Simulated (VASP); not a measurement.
# KTaO3 (Pm-3m) in VASP: notebook

Runs on KTaO3. Level: PBE. Tasks: single point.

All numbers are computed with VASP 6.6.1; they aren't measurements. Logs are shortened: lines on timing, memory, paths and dates and some standing lists are left out, and cuts for length are marked.

### Step 1. The cell of the first run

It takes space group Pm-3m (No. 221, cubic). Conventional cell: a = 3.856 Å, b = 3.856 Å, c = 3.856 Å, α = 90.00°, β = 90.00°, γ = 90.00°. K (site symmetry m-3m) has 12 O at 2.73 Å and 8 Ta at 3.34 Å within 3.6 Å. Within 2.6 Å of Ta (site symmetry m-3m) lie 6 O at 1.93 Å. Within 2.6 Å of O (site symmetry 4/mmm) lie 2 Ta at 1.93 Å.

### Step 2. Single point, PBE (volume scaled by 0.88)

File INCAR:

```
SYSTEM = KTaO3
PREC     = Accurate       ! precision mode
ENCUT    = 520            ! plane-wave cutoff, eV
EDIFF    = 1E-6           ! SCF threshold, eV
ISMEAR   = 0              ! smearing method
SIGMA    = 0.02           ! smearing width, eV
LREAL    = .FALSE.        ! projectors in reciprocal space
LASPH    = .TRUE.         ! aspherical terms in the spheres
NELM     = 100            ! most SCF steps
ALGO     = Normal         ! electronic algorithm
ISIF     = 2              ! what is computed and relaxed
LWAVE    = .FALSE.        ! write WAVECAR
LCHARG   = .FALSE.        ! write CHGCAR
GGA      = PE             ! functional
NBANDS   = 27             ! bands
```

File KPOINTS:

```
Automatic mesh
0
G
  8 8 8
  0 0 0
```

File POSCAR:

```
KTaO3
1.0
    3.8564994945      0.0000000000      0.0000000000
    0.0000000000      3.8564994945      0.0000000000
    0.0000000000      0.0000000000      3.8564994945
K Ta O
1 1 3
Direct
    0.5000000000      0.5000000000      0.5000000000
    0.0000000000      0.0000000000      0.0000000000
    0.5000000000      0.0000000000      0.0000000000
    0.0000000000      0.5000000000      0.0000000000
    0.0000000000      0.0000000000      0.5000000000
```

Potentials or basis: VASP PAW PBE potentials, release 64 (K_sv, Ta_pv, O).

The run is started by

```
> cat potpaw_PBE.64/K_sv/POTCAR potpaw_PBE.64/Ta_pv/POTCAR potpaw_PBE.64/O/POTCAR > POTCAR
> mpirun -np 1 vasp_std > vasp.out
```

OUTCAR:

```text
SYSTEM = KTaO3
   PREC = Accurate
   ENCUT = 520
   EDIFF = 1E-6
   ISMEAR = 0
   LREAL = .FALSE.
   LASPH = .TRUE.
   NELM = 100
   ISIF = 2
   GGA = PE

 ion  position               nearest neighbor table
   1  0.500  0.500  0.500-   3 2.73   4 2.73   5 2.73   3 2.73   4 2.73   3 2.73   5 2.73   3 2.73
                             4 2.73   5 2.73   4 2.73   5 2.73   2 3.34   2 3.34   2 3.34   2 3.34
   2  0.000  0.000  0.000-   3 1.93   4 1.93   5 1.93   5 1.93   4 1.93   3 1.93   1 3.34   1 3.34
                             1 3.34   1 3.34   1 3.34   1 3.34   1 3.34   1 3.34
   3  0.500  0.000  0.000-   2 1.93   2 1.93   1 2.73   1 2.73   1 2.73   1 2.73
   4  0.000  0.500  0.000-   2 1.93   2 1.93   1 2.73   1 2.73   1 2.73   1 2.73
   5  0.000  0.000  0.500-   2 1.93   2 1.93   1 2.73   1 2.73   1 2.73   1 2.73

  LATTYP: Found a simple cubic cell.
 ALAT       =     3.8564994945

  Lattice vectors:

 A1 = (   3.8564994945,   0.0000000000,   0.0000000000)
 A2 = (   0.0000000000,   3.8564994945,   0.0000000000)
 A3 = (   0.0000000000,   0.0000000000,   3.8564994945)

Analysis of symmetry for initial positions (statically):
=====================================================================
 Subroutine PRICEL returns:
 Original cell was already a primitive cell.

 Routine SETGRP: Setting up the symmetry group for a
 simple cubic supercell.

 Subroutine GETGRP returns: Found 48 space group operations
 (whereof 48 operations were pure point group operations)
 out of a pool of 48 trial point group operations.

The static configuration has the point symmetry O_h .

Analysis of symmetry for dynamics (positions and initial velocities):
=====================================================================
 Subroutine PRICEL returns:
 Original cell was already a primitive cell.

 Routine SETGRP: Setting up the symmetry group for a
 simple cubic supercell.

 Subroutine GETGRP returns: Found 48 space group operations
 (whereof 48 operations were pure point group operations)
 out of a pool of 48 trial point group operations.

The dynamic configuration has the point symmetry O_h .

 Subroutine INISYM returns: Found 48 space group operations
 (whereof 48 operations are pure point group operations),
 and found     1 'primitive' translations

----------------------------------------------------------------------------------------

                                     Primitive cell

  volume of cell :      57.3561

  direct lattice vectors                    reciprocal lattice vectors
     3.856499494  0.000000000  0.000000000     0.259302510  0.000000000  0.000000000
     0.000000000  3.856499494  0.000000000     0.000000000  0.259302510  0.000000000
     0.000000000  0.000000000  3.856499494     0.000000000  0.000000000  0.259302510

  length of vectors
     3.856499494  3.856499494  3.856499494     0.259302510  0.259302510  0.259302510

  position of ions in fractional coordinates (direct lattice)
     0.500000000  0.500000000  0.500000000
     0.000000000  0.000000000  0.000000000
     0.500000000  0.000000000  0.000000000
     0.000000000  0.500000000  0.000000000
     0.000000000  0.000000000  0.500000000

  ion indices of the primitive-cell ions
   primitive index   ion index
                 1           1
                 2           2
                 3           3
                 4           4
                 5           5

----------------------------------------------------------------------------------------

 KPOINTS: Automatic mesh

Automatic generation of k-mesh.
 Grid dimensions read from file:
 generate k-points for:    8    8    8

 Generating k-lattice:

  Cartesian coordinates                     Fractional coordinates (reciprocal lattice)
     0.032412814  0.000000000  0.000000000     0.125000000  0.000000000  0.000000000
     0.000000000  0.032412814  0.000000000     0.000000000  0.125000000  0.000000000
     0.000000000  0.000000000  0.032412814     0.000000000  0.000000000  0.125000000

  Length of vectors
     0.032412814  0.032412814  0.032412814

  Shift w.r.t. Gamma in fractional coordinates (k-lattice)
     0.000000000  0.000000000  0.000000000

 Subroutine IBZKPT returns following result:
 ===========================================

 Found     35 irreducible k-points:

 Following reciprocal coordinates:
            Coordinates               Weight
  0.000000  0.000000  0.000000      1.000000
  0.125000  0.000000  0.000000      6.000000
  0.250000  0.000000  0.000000      6.000000
  0.375000  0.000000  0.000000      6.000000
  0.500000  0.000000  0.000000      3.000000
  0.125000  0.125000  0.000000     12.000000
[... 16 lines left out ...]
  0.375000  0.375000  0.125000     24.000000
  0.500000  0.375000  0.125000     24.000000
 [... further k-points ...]
   k-points           NKPTS =     35   k-points in BZ     NKDIM =     35   number of bands    NBANDS=     27
   number of dos      NEDOS =    301   number of ions     NIONS =      5
   total plane-waves  NPLWV =  27000
   dimension x,y,z NGX =    30 NGY =   30 NGZ =   30
   dimension x,y,z NGXF=    60 NGYF=   60 NGZF=   60
   ions per type =               1   1   3
   NGX,Y,Z   is equivalent  to a cutoff of  12.93, 12.93, 12.93 a.u.
   NGXF,Y,Z  is equivalent  to a cutoff of  25.86, 25.86, 25.86 a.u.
 SYSTEM =  KTaO3
   PREC   = accura    normal or accurate (medium, high low for compatibility)
   ISTART =      0    job   : 0-new  1-cont  2-samecut
   ICHARG =      2    charge: 1-file 2-atom 10-const
   ISPIN  =      1    spin polarized calculation?
   LNONCOLLINEAR =      F non collinear calculations
   LSORBIT =      F    spin-orbit coupling
   LASPH  =      T    aspherical Exc in radial PAW
   ENCUT  =  520.0 eV  38.22 Ry    6.18 a.u.   7.17  7.17  7.17*2*pi/ulx,y,z
   NELM   =    100;   NELMIN=  2; NELMDL= -5     # of ELM steps
   EDIFF  = 0.1E-05   stopping-criterion for ELM
   LREAL  =      F    real-space projection
   EDIFFG = 0.1E-04   stopping-criterion for IOM
   NSW    =      0    number of steps for IOM
   IBRION =     -1    ionic relax: 0-MD 1-quasi-New 2-CG
   NFREE  =      0    steps in history (QN), initial steepest desc. (CG)
   ISIF   =      2    stress and relaxation
   ISYM   =      2    0-nonsym 1-usesym 2-fastsym
   POTIM  = 0.5000    time-step for ionic-motion
   TEBEG  =    0.0;   TEEND  =   0.0 temperature during run
   PSTRESS=    0.0 pullay stress
   NELECT =      38.0000    total number of electrons
   NUPDOWN=      -1.0000    fix difference up-down
   EMIN   =  10.00;   EMAX   =-10.00  energy-range for DOS
   EFERMI =   0.00;   METHOD = LEGACY
   ISMEAR =     0;   SIGMA  =   0.02  broadening in eV -4-tet -1-fermi 0-gaus
   EFERMI_NEDOS =   21; number of points for ismear=-14 and -15
   IALGO  =     38    algorithm
   IMIX   =      4    mixing-type and parameters
     AMIX     =   0.40;   BMIX     =  1.00
     AMIX_MAG =   1.60;   BMIX_MAG =  1.00
  volume/ion in A,a.u.               =      11.47        77.41
  Fermi-wavevector in a.u.,A,eV,Ry     =   1.427171  2.696963 27.712588  2.036818
  Thomas-Fermi vector in A             =   2.547369
   LORBIT       =      0    0 simple, 1 ext, 2 COOP (PROOUT), +10 PAW based schemes
   GGA     = PE    functional components
   LHFCALC =     F    Hartree Fock is set to
   AEXX    =    0.0000 exact exchange contribution
   IVDW    =     0    specifies the selected vdW correction
   LEPSILON=     F    determine dielectric tensor
   LRPA    =     F    only Hartree local field effects (RPA)
 non-spin polarized calculation
 Gauss-broadening in eV      SIGMA  =   0.02
  energy-cutoff  :      520.00
  volume of cell :       57.36
 maximum number of plane-waves:      1568
 NGX is ok and might be reduce to    30
   NGX = 15   NGY = 15   NGZ = 15

 number of electron      38.0000027 magnetization

 Free energy of the ion-electron system (eV)
  ---------------------------------------------------
  ext. energy  EPLUGINS =         0.00000000
  ---------------------------------------------------
  free energy    TOTEN  =       -40.32140732 eV

  energy without entropy =      -40.32140732  energy(sigma->0) =      -40.32140732

 E-fermi :   2.7513     XC(G=0): -11.4086

 val. band max:        2.5260163562   @ k =   0.5000   0.5000   0.5000
 cond. band min:       4.9099656269   @ k =   0.0000   0.0000   0.0000
 fundamental gap:      2.3839492706
 Fermi energy:         2.7513390522

 k-point     1 :       0.0000    0.0000    0.0000
  band No.  band energies     occupation
      1     -31.1526      2.00000
      2     -31.1526      2.00000
      3     -31.1526      2.00000
      4     -24.7342      2.00000
      5     -15.3945      2.00000
      6     -14.6782      2.00000
[... 19 lines left out ...]
     26      10.6242      0.00000
     27      10.6242      0.00000

 k-point     2 :       0.1250    0.0000    0.0000
  band No.  band energies     occupation
      1     -31.1749      2.00000
      2     -31.1517      2.00000
      3     -31.1517      2.00000
      4     -24.7268      2.00000
      5     -15.3472      2.00000
      6     -14.6735      2.00000
[... 19 lines left out ...]
     26      10.7996      0.00000
     27      11.3079      0.00000

 k-point     3 :       0.2500    0.0000    0.0000
  band No.  band energies     occupation
      1     -31.2281      2.00000
      2     -31.1495      2.00000
      3     -31.1495      2.00000
      4     -24.7089      2.00000
      5     -15.3144      2.00000
      6     -14.6624      2.00000
[... 19 lines left out ...]
     26      11.4159      0.00000
     27      12.7500      0.00000

 k-point     4 :       0.3750    0.0000    0.0000
  band No.  band energies     occupation
      1     -31.2804      2.00000
      2     -31.1474      2.00000
      3     -31.1474      2.00000
      4     -24.6912      2.00000
      5     -15.3364      2.00000
      6     -14.6514      2.00000
[... 19 lines left out ...]
     26      12.1793      0.00000
     27      13.2529      0.00000
[... 516 lines left out ...]
      4     -24.6706      2.00000
      5     -14.8749      2.00000
      6     -14.1869      2.00000
[... 19 lines left out ...]
     26      13.2144      0.00000
     27      13.7002      0.00000

 k-point    23 :       0.3750    0.3750    0.1250
  band No.  band energies     occupation
      1     -31.2726      2.00000
      2     -31.2718      2.00000
      3     -31.1642      2.00000
      4     -24.6668      2.00000
      5     -14.7822      2.00000
      6     -13.7286      2.00000
[... 19 lines left out ...]
     26      13.6518      0.00000
     27      13.6728      0.00000

 k-point    24 :       0.5000    0.3750    0.1250
  band No.  band energies     occupation
      1     -31.2932      2.00000
      2     -31.2710      2.00000
      3     -31.1633      2.00000
      4     -24.6632      2.00000
      5     -14.7570      2.00000
      6     -13.7071      2.00000
[... 19 lines left out ...]
     26      13.6985      0.00000
     27      13.8977      0.00000

 [... further k-points ...]
[... 5 lines left out ...]
  --------------------------------------------------------------------------------------
  -------------------------------------------------------------------------------------
  Total       11.8675465     11.8675465     11.8675465     -0.0000000     -0.0000000     -0.0000000
  in kB      331.5062251    331.5062251    331.5062251     -0.0000000     -0.0000000     -0.0000000
  external PRESSURE =     331.5062251 kB  Pullay stress =       0.0000000 kB

 VOLUME and BASIS-vectors are now :
 -----------------------------------------------------------------------------
  energy-cutoff  :      520.00
  volume of cell :       57.36
      direct lattice vectors                 reciprocal lattice vectors
     3.856499494  0.000000000  0.000000000     0.259302510  0.000000000  0.000000000
     0.000000000  3.856499494  0.000000000     0.000000000  0.259302510  0.000000000
     0.000000000  0.000000000  3.856499494     0.000000000  0.000000000  0.259302510

 POSITION                                       TOTAL-FORCE (eV/Angst)
 -----------------------------------------------------------------------------------
      1.92825      1.92825      1.92825         0.000000      0.000000      0.000000
      0.00000      0.00000      0.00000         0.000000      0.000000      0.000000
      1.92825      0.00000      0.00000         0.000000      0.000000      0.000000
      0.00000      1.92825      0.00000         0.000000      0.000000      0.000000
      0.00000      0.00000      1.92825         0.000000      0.000000      0.000000
 -----------------------------------------------------------------------------------
    total drift:                                0.000000     -0.000000      0.000000

  FREE ENERGIE OF THE ION-ELECTRON SYSTEM (eV)
  ---------------------------------------------------
  free  energy   TOTEN  =       -40.3214073227 eV

  energy  without entropy=      -40.3214073227  energy(sigma->0) =      -40.32140732
```

Run time: 63 s. Hardware: 1 thread of Intel Xeon Platinum 8488C (Sapphire Rapids), shared host; peak memory 0.2 GiB.

What came out:

| Item | Value |
| --- | --- |
| Free energy | -40.3214 eV |
| Pressure | 33.2 GPa |
| Band gap on the k mesh | 2.38 eV, indirect (least direct gap 2.93 eV) |

Caveat: spin-orbit coupling is left out, which moves the levels of the heavy elements. A k mesh can miss the band edges.

### Step 3. Single point, PBE (volume scaled by 0.91)

File INCAR:

```
SYSTEM = KTaO3
ALGO = Normal
EDIFF = 1E-7
ENCUT = 520
GGA = PE
ISIF = 2
ISMEAR = 0
LASPH = .TRUE.
LCHARG = .TRUE.
LELF = .TRUE.
LREAL = .FALSE.
LVHAR = .TRUE.
LWAVE = .FALSE.
NBANDS = 27
NELM = 80
PREC = Accurate
SIGMA = 0.02
```

File KPOINTS:

```
k-points
0
G
  8 8 8
  0 0 0
```

POSCAR, as its differences from that of step 2:

```diff
@@ -2,5 +2,5 @@
 1.0
-    3.8564994945      0.0000000000      0.0000000000
-    0.0000000000      3.8564994945      0.0000000000
-    0.0000000000      0.0000000000      3.8564994945
+    3.8998345767      0.0000000000      0.0000000000
+    0.0000000000      3.8998345767      0.0000000000
+    0.0000000000      0.0000000000      3.8998345767
 K Ta O
```

Potentials or basis: VASP PAW PBE potentials, release 64 (K_sv, Ta_pv, O).

The run is started by

```
> cat potpaw_PBE.64/K_sv/POTCAR potpaw_PBE.64/Ta_pv/POTCAR potpaw_PBE.64/O/POTCAR > POTCAR
> mpirun -np 1 vasp_std > vasp.out
```

It took 68 s on 1 thread of Intel Xeon Platinum 8488C (Sapphire Rapids), shared host; peak memory 0.2 GiB.

Results (log left out):

```yaml
Free_energy: -40.6641 eV
Pressure: 22.9 GPa
Band_gap_on_the_k_mesh: 2.32 eV, indirect (least direct gap 2.90 eV)
```

Levels at points of the mesh, in eV from the valence-band top:
```
           k point  band 16  band 17  band 18  band 19  band 20  band 21  band 22  band 23
(0.00, 0.00, 0.00)    -1.17    -0.58    -0.58    -0.58     2.32     2.32     2.32     7.18
(0.50, 0.00, 0.00)    -2.27    -1.69    -0.82    -0.82     2.51     5.48     5.48     7.62
(0.50, 0.50, 0.00)    -1.51    -1.51    -1.49    -0.05     5.53     5.53     6.92     8.57
(0.50, 0.50, 0.50)    -4.12     0.00     0.00     0.00     7.11     7.11     7.11     9.10
```

Caveat: spin-orbit coupling is left out, which moves the levels of the heavy elements. A k mesh can miss the band edges.

### Step 4. Single point, PBE (volume scaled by 0.94)

File INCAR:

```
SYSTEM = KTaO3
  PREC = Accurate
  ENCUT = 520
  EDIFF = 1E-6
  ISMEAR = 0
  SIGMA = 0.02
  LREAL = .FALSE.
  LASPH = .TRUE.
  NELM = 60
  ALGO = Normal
  ISIF = 2
  LWAVE = .FALSE.
  LCHARG = .FALSE.
  GGA = PE
  NBANDS = 27
```

File KPOINTS:

```
regular mesh
0
G
  8 8 8
  0 0 0
```

POSCAR, as its differences from that of step 3:

```diff
@@ -2,5 +2,5 @@
 1.0
-    3.8998345767      0.0000000000      0.0000000000
-    0.0000000000      3.8998345767      0.0000000000
-    0.0000000000      0.0000000000      3.8998345767
+    3.9422274042      0.0000000000      0.0000000000
+    0.0000000000      3.9422274042      0.0000000000
+    0.0000000000      0.0000000000      3.9422274042
 K Ta O
```

The run is started by

```
> cat potpaw_PBE.64/K_sv/POTCAR potpaw_PBE.64/Ta_pv/POTCAR potpaw_PBE.64/O/POTCAR > POTCAR
> mpirun -np 1 vasp_std > vasp.out
```

Run time: 68 s. Hardware: 1 thread of Intel Xeon Platinum 8488C (Sapphire Rapids), shared host; peak memory 0.2 GiB.

Results (log left out):

| Item | Value |
| --- | --- |
| Free energy | -40.8915 eV |
| Pressure | 14.2 GPa |
| Band gap on the k mesh | 2.25 eV, indirect (least direct gap 2.85 eV) |

Levels at points of the mesh, in eV from the valence-band top:
```tsv
k point	band 17	band 18	band 19	band 20	band 21	band 22
(0.00, 0.00, 0.00)	-0.60	-0.60	-0.60	2.25	2.25	2.25
(0.50, 0.00, 0.00)	-1.60	-0.84	-0.84	2.43	5.26	5.26
(0.50, 0.50, 0.00)	-1.47	-1.47	-0.04	5.30	5.30	6.64
(0.50, 0.50, 0.50)	0.00	0.00	0.00	6.80	6.80	6.80
```

Caveat: spin-orbit coupling is left out, which moves the levels of the heavy elements.

### Step 5. Summary

```tsv
cell	gap on the mesh (eV)	pressure (GPa)
a = 3.856 Å, 5 atoms	2.38	33.2
a = 3.900 Å, 5 atoms	2.32	22.9
a = 3.942 Å, 5 atoms	2.25	14.2
```

Alike in all rows: task single point; level PBE; potentials or basis VASP PAW PBE potentials, release 64 (K_sv, Ta_pv, O); no spin polarisation; k mesh 8 × 8 × 8; cutoff (eV) 520; smearing gaussian 0.02 eV.

Caveats: spin-orbit coupling is left out, which moves the levels of the heavy elements.

Total energies depend on the potentials used, so only differences within one code and one set of settings carry meaning.
